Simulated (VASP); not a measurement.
# Si2Ni in VASP: a series of runs

The runs below take Si2Ni through single point, with PBE.

Program: VASP 6.6.1. These are calculated values, not measurements. Logs are shortened: lines on timing, memory, paths and dates and some standing lists are left out, and cuts for length are marked.

## Step 1: The cell of the first run

The cell holds a slab with vacuum, 6 atoms: a = 3.851 Å, b = 3.851 Å, c = 18.717 Å, α = 90.00°, β = 90.00°, γ = 120.00°.

## Step 2: Single point, PBE

The input, INCAR:

```
SYSTEM = Si2Ni
ALGO     = Normal         ! electronic algorithm
DIPOL    = 0.5 0.5 0.498
EDIFF    = 1E-6           ! SCF threshold, eV
ENCUT    = 520            ! plane-wave cutoff, eV
GGA      = PE             ! functional
GGA_COMPAT= .False.      
IDIPOL   = 3            
ISIF     = 2              ! what is computed and relaxed
ISMEAR   = 0              ! smearing method
LASPH    = .True.         ! aspherical terms in the spheres
LCHARG   = .True.         ! write CHGCAR
LDIPOL   = .True.       
LELF     = .True.         ! ELF
LREAL    = .False.        ! projectors in reciprocal space
LVACPOTAV= .True.       
LVHAR    = .True.       
LWAVE    = .False.        ! write WAVECAR
NBANDS   = 27             ! bands
NELM     = 120            ! most SCF steps
NELMDL   = -8           
PREC     = Accurate       ! precision mode
SIGMA    = 0.1            ! smearing width, eV
```

The input, KPOINTS:

```
k-points
0
Gamma
  9 9 1
  0 0 0
```

The input, POSCAR:

```
Si2Ni
1.0
    3.8512381950      0.0000000000      0.0000000000
   -1.9256190975      3.3352701129      0.0000000000
    0.0000000000      0.0000000000     18.7167842278
Si Ni
4 2
Direct
    0.0000000000      0.0000000000      0.3739958700
    0.3333333333      0.6666666667      0.4579986233
    0.6666666667      0.3333333333      0.5420980183
    0.0000000000      0.0000000000      0.6187727489
    0.6666666667      0.3333333333      0.4159972466
    0.3333333333      0.6666666667      0.5817115524
```

Potentials or basis: VASP PAW PBE potentials, release 64 (Si, Ni).

Launch:

```
$ cat potpaw_PBE.64/Si/POTCAR potpaw_PBE.64/Ni/POTCAR > POTCAR
$ mpirun -np 1 vasp_std > vasp.out
```

OUTCAR:

```text
SYSTEM = Si2Ni
   EDIFF = 1E-6
   ENCUT = 520
   GGA = PE
   ISIF = 2
   ISMEAR = 0
   LASPH = .True.
   LREAL = .False.
   NELM = 120
   NELMDL = -8
   PREC = Accurate

 ion  position               nearest neighbor table
   1  0.000  0.000  0.374-   5 2.36   5 2.36   5 2.36   2 2.72   2 2.72   2 2.72
   2  0.333  0.667  0.458-   6 2.32   5 2.36   5 2.36   5 2.36   1 2.72   1 2.72   1 2.72   3 2.72
                             3 2.72   3 2.72
   3  0.667  0.333  0.542-   6 2.34   6 2.34   6 2.34   5 2.36   4 2.65   4 2.65   4 2.65   2 2.72
                             2 2.72   2 2.72
   4  0.000  0.000  0.619-   6 2.33   6 2.33   6 2.33   3 2.65   3 2.65   3 2.65
   5  0.667  0.333  0.416-   1 2.36   1 2.36   1 2.36   2 2.36   2 2.36   2 2.36   3 2.36
   6  0.333  0.667  0.582-   2 2.32   4 2.33   4 2.33   4 2.33   3 2.34   3 2.34   3 2.34

  LATTYP: Found a hexagonal cell.
 ALAT       =     3.8512381950
 C/A-ratio  =     4.8599393961

  Lattice vectors:

 A1 = (   3.8512381950,   0.0000000000,   0.0000000000)
 A2 = (  -1.9256190975,   3.3352701129,   0.0000000000)
 A3 = (   0.0000000000,   0.0000000000,  18.7167842278)

Analysis of symmetry for initial positions (statically):
=====================================================================
 Subroutine PRICEL returns:
 Original cell was already a primitive cell.

 Routine SETGRP: Setting up the symmetry group for a
 hexagonal supercell.

 Subroutine GETGRP returns: Found  6 space group operations
 (whereof  6 operations were pure point group operations)
 out of a pool of 24 trial point group operations.

The static configuration has the point symmetry C_3v.

Analysis of symmetry for dynamics (positions and initial velocities):
=====================================================================
 Subroutine PRICEL returns:
 Original cell was already a primitive cell.

 Routine SETGRP: Setting up the symmetry group for a
 hexagonal supercell.

 Subroutine GETGRP returns: Found  6 space group operations
 (whereof  6 operations were pure point group operations)
 out of a pool of 24 trial point group operations.

The dynamic configuration has the point symmetry C_3v.

 Subroutine INISYM returns: Found  6 space group operations
 (whereof  6 operations are pure point group operations),
 and found     1 'primitive' translations

[... 95 lines left out ...]
   ISIF   =      2    stress and relaxation
   ISYM   =      2    0-nonsym 1-usesym 2-fastsym
   POTIM  = 0.5000    time-step for ionic-motion
   TEBEG  =    0.0;   TEEND  =   0.0 temperature during run
   PSTRESS=    0.0 pullay stress
   NELECT =      36.0000    total number of electrons
   NUPDOWN=      -1.0000    fix difference up-down
   EMIN   =  10.00;   EMAX   =-10.00  energy-range for DOS
   EFERMI =   0.00;   METHOD = LEGACY
   ISMEAR =     0;   SIGMA  =   0.10  broadening in eV -4-tet -1-fermi 0-gaus
   EFERMI_NEDOS =   21; number of points for ismear=-14 and -15
   IALGO  =     38    algorithm
   IMIX   =      4    mixing-type and parameters
     AMIX     =   0.40;   BMIX     =  1.00
     AMIX_MAG =   1.60;   BMIX_MAG =  1.00
  volume/ion in A,a.u.               =      40.07       270.40
  Fermi-wavevector in a.u.,A,eV,Ry     =   0.869337  1.642809 10.282558  0.755747
  Thomas-Fermi vector in A             =   1.988145
   LORBIT       =      0    0 simple, 1 ext, 2 COOP (PROOUT), +10 PAW based schemes
   GGA     = PE    functional components
   LHFCALC =     F    Hartree Fock is set to
   AEXX    =    0.0000 exact exchange contribution
   IVDW    =     0    specifies the selected vdW correction
   LEPSILON=     F    determine dielectric tensor
   LRPA    =     F    only Hartree local field effects (RPA)
 non-spin polarized calculation
 Gauss-broadening in eV      SIGMA  =   0.10
  energy-cutoff  :      520.00
  volume of cell :      240.42
 maximum number of plane-waves:      6492
 NGX is ok and might be reduce to    30
   NGX = 15   NGY = 15   NGZ = 69

 dipolmoment           0.000000      0.000000     -0.000263 electrons x Angstroem

 number of electron      35.9999994 magnetization

 dipolmoment           0.000000      0.000000      0.000613 electrons x Angstroem

 Free energy of the ion-electron system (eV)
  ---------------------------------------------------
  ext. energy  EPLUGINS =         0.00000000
  ---------------------------------------------------
  free energy    TOTEN  =       -33.00928891 eV

  energy without entropy =      -32.98868406  energy(sigma->0) =      -32.99898648

 E-fermi :   0.2538     XC(G=0):  -4.8225

 val. band max:        0.1968094548   @ k =   0.3333   0.2222   0.0000
 cond. band min:       0.2804158267   @ k =   0.0000   0.0000   0.0000
 fundamental gap:      0.0836063719
 Fermi energy:         0.2538416004

 k-point     1 :       0.0000    0.0000    0.0000
  band No.  band energies     occupation
      1     -12.4975      2.00000
      2     -10.5228      2.00000
      3      -7.1848      2.00000
      4      -4.3442      2.00000
      5      -4.3442      2.00000
      6      -3.9589      2.00000
[... 349 lines left out ...]
     26       6.4023      0.00000
     27       6.6997      0.00000

------------------------ aborting loop because EDIFF is reached ----------------------------------------

  FORCE on cell =-STRESS in cart. coord.  units (eV):
  Direction    XX          YY          ZZ          XY          YZ          ZX
  --------------------------------------------------------------------------------------
  -------------------------------------------------------------------------------------
  Total       -2.6191467     -2.6191467     -0.9670737     -0.0000000      0.0000000     -0.0000000
  in kB      -17.4545146    -17.4545146     -6.4447714     -0.0000000      0.0000000     -0.0000000
  external PRESSURE =     -13.7846002 kB  Pullay stress =       0.0000000 kB

 VOLUME and BASIS-vectors are now :
 -----------------------------------------------------------------------------
  energy-cutoff  :      520.00
  volume of cell :      240.42
      direct lattice vectors                 reciprocal lattice vectors
     3.851238195  0.000000000  0.000000000     0.259656752  0.149912896  0.000000000
    -1.925619098  3.335270113  0.000000000     0.000000000  0.299825791  0.000000000
     0.000000000  0.000000000 18.716784228     0.000000000  0.000000000  0.053427981

 POSITION                                       TOTAL-FORCE (eV/Angst)
 -----------------------------------------------------------------------------------
      0.00000      0.00000      7.00000         0.000000     -0.000000      0.609445
     -0.00000      2.22351      8.57226        -0.000000     -0.000000     -0.723539
      1.92562      1.11176     10.14633        -0.000000      0.000000      0.029709
      0.00000      0.00000     11.58144         0.000000      0.000000      0.014431
      1.92562      1.11176      7.78613        -0.000000      0.000000      0.081270
     -0.00000      2.22351     10.88777        -0.000000      0.000000     -0.011315
 -----------------------------------------------------------------------------------
    total drift:                               -0.000000      0.000000     -0.000278

  FREE ENERGIE OF THE ION-ELECTRON SYSTEM (eV)
  ---------------------------------------------------
  free  energy   TOTEN  =       -33.0092889091 eV

  energy  without entropy=      -32.9886840554  energy(sigma->0) =      -32.99898648

 vacuum level on the upper side and lower side of the slab         4.833         4.824
```

OSZICAR:

```text
N       E                     dE             d eps       ncg     rms          rms(c)
DAV:   1     0.208488150591E+03    0.20849E+03   -0.13782E+04   648   0.110E+03
DAV:   2    -0.197357712857E+02   -0.22822E+03   -0.21837E+03   727   0.255E+02
DAV:   3    -0.365236936539E+02   -0.16788E+02   -0.16419E+02   829   0.853E+01
[... 20 lines left out ...]
DAV:  24    -0.330092038892E+02   -0.11304E-03   -0.58826E-06   654   0.102E-02    0.499E-03
DAV:  25    -0.330092711128E+02   -0.67224E-04   -0.51224E-06   667   0.716E-03    0.283E-03
DAV:  26    -0.330092841215E+02   -0.13009E-04   -0.83899E-07   633   0.733E-03    0.831E-04
DAV:  27    -0.330092886286E+02   -0.45071E-05   -0.37333E-07   532   0.231E-03    0.453E-04
DAV:  28    -0.330092889091E+02   -0.28053E-06   -0.35337E-08   597   0.242E-03
   1 F= -.33009289E+02 E0= -.32998986E+02  d E =-.206049E-01
```

Wall time 2.9 min (1 thread of Intel Xeon Platinum 8488C (Sapphire Rapids), shared host); peak memory 0.36 GiB.

What came out:

| Item | Value |
| --- | --- |
| Free energy | -33.0093 eV |
| Largest force | 0.724 eV/Å |
| Band gap on the k mesh | zero (bands 18 and 19 overlap by 1.86 eV) |

Forces in eV/Å, atoms in the order of the input:
```
Si   0.000  0.000  0.609
Si   0.000  0.000 -0.724
Si   0.000  0.000  0.030
Si   0.000  0.000  0.014
Ni   0.000  0.000  0.081
Ni   0.000  0.000 -0.011
```

Spin polarisation is off, so any magnetic state and its effect on volume and gap are missing.

## Step 3: Single point, PBE

This run uses another cell than the first one.

The input, INCAR:

```
SYSTEM = Si2Ni
  ALGO = Normal
  DIPOL = 0.5 0.5 0.293
  EDIFF = 1E-6
  ENCUT = 520
  GGA = PE
  GGA_COMPAT = .FALSE.
  IDIPOL = 3
  ISIF = 2
  ISMEAR = 0
  LASPH = .TRUE.
  LCHARG = .FALSE.
  LDIPOL = .TRUE.
  LREAL = .FALSE.
  LWAVE = .FALSE.
  NBANDS = 27
  NELM = 120
  NELMDL = -8
  PREC = Accurate
  SIGMA = 0.1
```

The input, KPOINTS:

```
k-points
0
G
  9 9 1
  0 0 0
```

The input, POSCAR:

```
Si2Ni
1.0
    3.8512381950      0.0000000000      0.0000000000
   -1.9256190975      3.3352701129      0.0000000000
    0.0000000000      0.0000000000     21.5814360257
Si Ni
4 2
Direct
    0.0000000000      0.0000000000      0.1853444782
    0.3333333333      0.6666666667      0.2581969708
    0.6666666667      0.3333333333      0.3311332772
    0.0000000000      0.0000000000      0.3976304457
    0.6666666667      0.3333333333      0.2217707245
    0.3333333333      0.6666666667      0.3654886357
```

Potentials or basis: VASP PAW PBE potentials, release 64 (Si, Ni).

Launch:

```
$ cat potpaw_PBE.64/Si/POTCAR potpaw_PBE.64/Ni/POTCAR > POTCAR
$ mpirun -np 1 vasp_std > vasp.out
```

OUTCAR:

```text
SYSTEM = Si2Ni
   EDIFF = 1E-6
   ENCUT = 520
   GGA = PE
   ISIF = 2
   ISMEAR = 0
   LASPH = .TRUE.
   LREAL = .FALSE.
   NELM = 120
   NELMDL = -8
   PREC = Accurate

 ion  position               nearest neighbor table
   1  0.000  0.000  0.185-   5 2.36   5 2.36   5 2.36   2 2.72   2 2.72   2 2.72
   2  0.333  0.667  0.258-   6 2.32   5 2.36   5 2.36   5 2.36   1 2.72   1 2.72   1 2.72   3 2.72
                             3 2.72   3 2.72
   3  0.667  0.333  0.331-   6 2.34   6 2.34   6 2.34   5 2.36   4 2.65   4 2.65   4 2.65   2 2.72
                             2 2.72   2 2.72
   4  0.000  0.000  0.398-   6 2.33   6 2.33   6 2.33   3 2.65   3 2.65   3 2.65
[... 563 lines left out ...]
  in kB      -15.1415085    -15.1415085     -5.5919856      0.0000000      0.0000000      0.0000000
  external PRESSURE =     -11.9583342 kB  Pullay stress =       0.0000000 kB

 VOLUME and BASIS-vectors are now :
 -----------------------------------------------------------------------------
  energy-cutoff  :      520.00
  volume of cell :      277.21
      direct lattice vectors                 reciprocal lattice vectors
     3.851238195  0.000000000  0.000000000     0.259656752  0.149912896  0.000000000
    -1.925619098  3.335270113  0.000000000     0.000000000  0.299825791  0.000000000
     0.000000000  0.000000000 21.581436026     0.000000000  0.000000000  0.046336120

 POSITION                                       TOTAL-FORCE (eV/Angst)
 -----------------------------------------------------------------------------------
      0.00000      0.00000      4.00000        -0.000000     -0.000000      0.609461
     -0.00000      2.22351      5.57226        -0.000000     -0.000000     -0.723584
      1.92562      1.11176      7.14633        -0.000000      0.000000      0.029674
      0.00000      0.00000      8.58144         0.000000      0.000000      0.014307
      1.92562      1.11176      4.78613         0.000000     -0.000000      0.080085
     -0.00000      2.22351      7.88777         0.000000      0.000000     -0.009943
 -----------------------------------------------------------------------------------
    total drift:                               -0.000000      0.000000      0.000048

  FREE ENERGIE OF THE ION-ELECTRON SYSTEM (eV)
  ---------------------------------------------------
  free  energy   TOTEN  =       -33.0090653327 eV

  energy  without entropy=      -32.9884602123  energy(sigma->0) =      -32.99876277

 vacuum level on the upper side and lower side of the slab         4.106         4.093
```

OSZICAR:

```text
N       E                     dE             d eps       ncg     rms          rms(c)
DAV:   1     0.210400982184E+03    0.21040E+03   -0.13616E+04   648   0.108E+03
DAV:   2    -0.196031474350E+02   -0.23000E+03   -0.22087E+03   741   0.249E+02
DAV:   3    -0.365312750921E+02   -0.16928E+02   -0.16610E+02   824   0.846E+01
[... 23 lines left out ...]
DAV:  27    -0.330090564557E+02   -0.95823E-05   -0.35983E-07   560   0.709E-03    0.909E-04
DAV:  28    -0.330090616268E+02   -0.51710E-05   -0.18277E-07   577   0.225E-03    0.761E-04
DAV:  29    -0.330090636025E+02   -0.19758E-05   -0.42272E-08   585   0.169E-03    0.737E-04
DAV:  30    -0.330090651667E+02   -0.15642E-05   -0.53442E-08   579   0.187E-03    0.273E-04
DAV:  31    -0.330090653327E+02   -0.16599E-06   -0.90016E-09   527   0.500E-04
   1 F= -.33009065E+02 E0= -.32998763E+02  d E =-.206051E-01
```

stdout:

```text
POSCAR found type information on POSCAR SiNi
 POSCAR found :  2 types and       6 ions
 scaLAPACK will be used
 LDA part: xc-table for (Slater+PW92), standard interpolation
 POSCAR, INCAR and KPOINTS ok, starting setup
 FFT: planning ... GRIDC
 FFT: planning ... GRID_SOFT
 FFT: planning ... GRID
 WAVECAR not read
 entering main loop
```

Wall time 3.8 min (1 thread of Intel Xeon Platinum 8488C (Sapphire Rapids), shared host); peak memory 0.38 GiB.

Results:

```yaml
Free_energy: -33.0091 eV
Largest_force: 0.724 eV/Å
Band_gap_on_the_k_mesh: zero (bands 18 and 19 overlap by 1.86 eV)
```

Forces on the atoms (eV/Å):
```
Si   0.000  0.000  0.609
Si   0.000  0.000 -0.724
Si   0.000  0.000  0.030
Si   0.000  0.000  0.014
Ni   0.000  0.000  0.080
Ni   0.000  0.000 -0.010
```

Spin polarisation is off, so any magnetic state and its effect on volume and gap are missing.

The gap in the log of VASP goes by the Fermi energy; the results here count the filled bands.